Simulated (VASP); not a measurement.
# Co (Im-3m) in VASP: further runs, part 3 of 3

VASP 6.6.1. Earlier steps stand in the parts before.

## Step 5: Single point, BLYP, collinear spin, antiferromagnetic start

INCAR

```
SYSTEM = Co
AGGAC = 1.0
AGGAX = 1.0
ALDAC = 0.0
ALDAX = 1.0
ALGO = Normal
EDIFF = 1E-6
ENCUT = 520
GGA = B5
ISIF = 2
ISMEAR = -1
ISPIN = 2
LASPH = .True.
LCHARG = .True.
LELF = .True.
LMAXMIX = 4
LORBIT = 11
LREAL = .False.
LVHAR = .True.
LWAVE = .False.
MAGMOM = 0.815 -0.815
NBANDS = 20
NELM = 150
PREC = Accurate
SIGMA = 0.05
```

KPOINTS

```
k-points
0
Gamma
  18 18 18
  0 0 0
```

POSCAR

```
Co
1.0
    2.8160622401      0.0000000000      0.0000000000
    0.0000000000      2.8160622401      0.0000000000
    0.0000000000      0.0000000000      2.8160622401
Co
2
Direct
    0.0000000000      0.0000000000      0.0000000000
    0.5000000000      0.5000000000      0.5000000000
```

Launch:

```console
> cat potpaw_PBE.64/Co/POTCAR > POTCAR
> mpirun -np 1 vasp_std > vasp.out
```

It took 2.1 min on 1 thread of AMD EPYC 9R45 (Zen 5), shared host; peak memory 0.22 GiB.

Results (log left out):

```
Free energy                                           : -11.3709 eV
Pressure                                              : -0.4 GPa
Band gap on the k mesh                                : zero (filled and empty bands overlap)
Net moment                                            : 0.00 μB per cell
Site moments                                          : Co +0.79, -0.79 μB
Valence electrons inside the program's atomic spheres : Co 8.25
```

Levels at points of the mesh, in eV from the Fermi level:
Spin up:
| k point | band 7 | band 8 | band 9 | band 10 | band 11 | band 12 |
| --- | --- | --- | --- | --- | --- | --- |
| (0.00, 0.00, 0.00) | -0.28 | -0.28 | 0.55 | 0.55 | 0.55 | 9.96 |
| (0.50, 0.00, 0.00) | -1.08 | -1.08 | -0.96 | -0.34 | 0.27 | 1.15 |
| (0.50, 0.50, 0.00) | -0.08 | 0.39 | 0.63 | 0.63 | 0.79 | 0.79 |
| (0.50, 0.50, 0.50) | -0.66 | -0.66 | 0.42 | 0.42 | 8.71 | 8.71 |
Spin down:
```tsv
k point	band 6	band 7	band 8	band 9	band 10	band 11	band 12	band 13
(0.00, 0.00, 0.00)	-1.80	-0.28	-0.28	0.55	0.55	0.55	9.96	9.96
(0.50, 0.00, 0.00)	-1.64	-1.08	-1.08	-0.96	-0.34	0.27	1.15	17.12
(0.50, 0.50, 0.00)	-0.63	-0.08	0.39	0.63	0.63	0.79	0.79	7.25
(0.50, 0.50, 0.50)	-2.51	-0.66	-0.66	0.42	0.42	8.71	8.71	8.71
```

Caveat: the PAW data sets were made with another functional, which shifts forces and pressure a little.

## Step 6: Single point, BLYP, collinear spin, ferromagnetic start

This run uses another cell than the first one: it holds 1 atom, not 2.

INCAR

```
SYSTEM = Co
PREC = Accurate ; ENCUT = 520
EDIFF = 1E-6 ; ISMEAR = -1
SIGMA = 0.05 ; LREAL = .False.
LASPH = .True. ; NELM = 150
ALGO = Normal ; ISIF = 2
LWAVE = .False. ; LCHARG = .False.
ISPIN = 2 ; MAGMOM = 1.826
LORBIT = 11 ; LMAXMIX = 4
GGA = B5 ; ALDAX = 1.0
AGGAX = 1.0 ; AGGAC = 1.0
ALDAC = 0.0 ; NBANDS = 14
```

KPOINTS

```
Automatic mesh
0
Gamma
  25 25 25
  0 0 0
```

POSCAR

```
Co
1.0
   -1.4268113961      1.4268113961      1.4268113961
    1.4268113961     -1.4268113961      1.4268113961
    1.4268113961      1.4268113961     -1.4268113961
Co
1
Direct
    0.0000000000      0.0000000000      0.0000000000
```

Potentials or basis: VASP PAW PBE potentials, release 64 (Co).

Launch:

```console
> cat potpaw_PBE.64/Co/POTCAR > POTCAR
> mpirun -np 1 vasp_std > vasp.out
```

OUTCAR:

```text
SYSTEM = Co
   PREC = Accurate
   ENCUT = 520
   EDIFF = 1E-6
   ISMEAR = -1
   LREAL = .False.
   LASPH = .True.
   NELM = 150
   ISIF = 2
   ISPIN = 2
   LORBIT = 11
   GGA = B5

 ion  position               nearest neighbor table
   1  0.000  0.000  0.000-

  LATTYP: Found a body centered cubic cell.
 ALAT       =     2.8536227922

  Lattice vectors:

 A1 = (  -1.4268113961,   1.4268113961,   1.4268113961)
 A2 = (   1.4268113961,  -1.4268113961,   1.4268113961)
 A3 = (   1.4268113961,   1.4268113961,  -1.4268113961)

Analysis of symmetry for initial positions (statically):
=====================================================================
 Subroutine PRICEL returns:
 Original cell was already a primitive cell.

 Routine SETGRP: Setting up the symmetry group for a
 body centered cubic supercell.

 Subroutine GETGRP returns: Found 48 space group operations
 (whereof 48 operations were pure point group operations)
 out of a pool of 48 trial point group operations.

The static configuration has the point symmetry O_h .

Analysis of symmetry for dynamics (positions and initial velocities):
=====================================================================
[... 598 lines left out ...]
      7      34.9070      0.00000
      8      34.9070      0.00000
      9      34.9070      0.00000
     10      40.0891      0.00000
     11      40.0891      0.00000
     12      41.3672      0.00000
     13      41.3672      0.00000
     14      41.3672      0.00000
[... 379 lines left out ...]
      3       9.8395      0.99547
      4      10.2833      0.02979
      5      10.6954      0.00001
      6      11.3117      0.00000
      7      17.4283      0.00000
      8      27.9392      0.00000
      9      29.1168      0.00000
     10      33.5484      0.00000
     11      36.9140      0.00000
     12      43.6846      0.00000
     13      47.4279      0.00000
     14      49.1168      0.00000

 [... further k-points ...]
[... 5 lines left out ...]
  --------------------------------------------------------------------------------------
  -------------------------------------------------------------------------------------
  Total       -0.0404619     -0.0404619     -0.0404619     -0.0000000     -0.0000000      0.0000000
  in kB       -5.5795252     -5.5795252     -5.5795252     -0.0000000     -0.0000000      0.0000000
  external PRESSURE =      -5.5795252 kB  Pullay stress =       0.0000000 kB

 VOLUME and BASIS-vectors are now :
 -----------------------------------------------------------------------------
  energy-cutoff  :      520.00
  volume of cell :       11.62
      direct lattice vectors                 reciprocal lattice vectors
    -1.426811396  1.426811396  1.426811396     0.000000000  0.350431740  0.350431740
     1.426811396 -1.426811396  1.426811396     0.350431740  0.000000000  0.350431740
     1.426811396  1.426811396 -1.426811396     0.350431740  0.350431740  0.000000000

 POSITION                                       TOTAL-FORCE (eV/Angst)
 -----------------------------------------------------------------------------------
      0.00000      0.00000      0.00000         0.000000      0.000000      0.000000
 -----------------------------------------------------------------------------------
    total drift:                                0.000000      0.000000      0.000000

  FREE ENERGIE OF THE ION-ELECTRON SYSTEM (eV)
  ---------------------------------------------------
  free  energy   TOTEN  =        -5.9835485740 eV

  energy  without entropy=       -5.9695576572  energy(sigma->0) =       -5.97655312

 total charge

# of ion       s       p       d       tot
------------------------------------------
    1        0.460   0.458   7.257   8.175

 magnetization (x)

# of ion       s       p       d       tot
------------------------------------------
    1       -0.005  -0.043   1.801   1.753
```

OSZICAR:

```text
N       E                     dE             d eps       ncg     rms          rms(c)
DAV:   1     0.288153524788E+02    0.28815E+02   -0.37691E+03 26556   0.749E+02
DAV:   2    -0.557950907861E+01   -0.34395E+02   -0.32069E+02 27748   0.145E+02
DAV:   3    -0.681530081842E+01   -0.12358E+01   -0.12259E+01 32262   0.287E+01
DAV:   4    -0.682397943547E+01   -0.86786E-02   -0.86761E-02 31290   0.226E+00
DAV:   5    -0.682411186584E+01   -0.13243E-03   -0.13242E-03 33946   0.258E-01    0.939E+00
DAV:   6    -0.618439984341E+01    0.63971E+00   -0.10924E+01 35530   0.370E+01    0.478E+00
DAV:   7    -0.599761996228E+01    0.18678E+00   -0.13933E+00 31422   0.124E+01    0.246E+00
DAV:   8    -0.598905576773E+01    0.85642E-02   -0.11966E-02 33302   0.782E-01    0.119E+00
DAV:   9    -0.598356202150E+01    0.54937E-02   -0.74724E-03 39126   0.635E-01    0.251E-01
DAV:  10    -0.598353063680E+01    0.31385E-04   -0.65440E-04 37872   0.208E-01    0.670E-02
DAV:  11    -0.598354513244E+01   -0.14496E-04   -0.43429E-05 30512   0.684E-02    0.503E-02
DAV:  12    -0.598354662047E+01   -0.14880E-05   -0.25408E-06 27018   0.182E-02    0.222E-02
DAV:  13    -0.598354826060E+01   -0.16401E-05   -0.27221E-06 30602   0.127E-02    0.517E-03
DAV:  14    -0.598354857402E+01   -0.31342E-06   -0.14437E-07 16910   0.273E-03
   1 F= -.59835486E+01 E0= -.59765531E+01  d E =-.139909E-01  mag=     1.7288
```

It took 2.4 min on 1 thread of Intel Xeon Platinum 8259CL at 2.50GHz (Skylake/Cascade Lake), shared host; peak memory 0.22 GiB.

What came out:

```
Free energy                                           : -5.9835 eV
Pressure                                              : -0.6 GPa
Net moment                                            : 1.73 μB per cell
Site moments                                          : Co +1.75 μB
Valence electrons inside the program's atomic spheres : Co 8.18
```

Caveat: the PAW data sets were made with another functional, which shifts forces and pressure a little.

## Step 7: Summary

| task | spin | cell | k mesh | cutoff (eV) | gap on the mesh (eV) | pressure (GPa) | moment (μB) |
| --- | --- | --- | --- | --- | --- | --- | --- |
| single point | collinear, antiferromagnetic start | a = 2.816 Å, 2 atoms | 11 × 11 × 11 | 520 | none | -0.3 | 0.00 |
| single point | collinear, ferromagnetic start | a = 2.816 Å, 2 atoms | 13 × 13 × 13 | 520 | none | 7.1 | 3.42 |
| relaxation of cell and atoms | collinear, antiferromagnetic start | relaxed from a = 2.808 Å, 2 atoms | 11 × 11 × 11 | 600 | none | 0.1 | 0.00 |
| single point | collinear, antiferromagnetic start | a = 2.816 Å, 2 atoms | 18 × 18 × 18 | 520 | none | -0.4 | 0.00 |
| single point | collinear, ferromagnetic start | a = 2.471 Å, angles 109.5°, 1 atom | 25 × 25 × 25 | 520 | none | -0.6 | 1.73 |

Alike in all rows: level BLYP; potentials or basis VASP PAW PBE potentials, release 64 (Co); smearing fermi-dirac 0.05 eV.

Every run on the cell as given and a fine mesh finds a metal.

Caveats: the PAW data sets were made with another functional, which shifts forces and pressure a little.

Absolute energies hang on the potentials; compare differences alone.
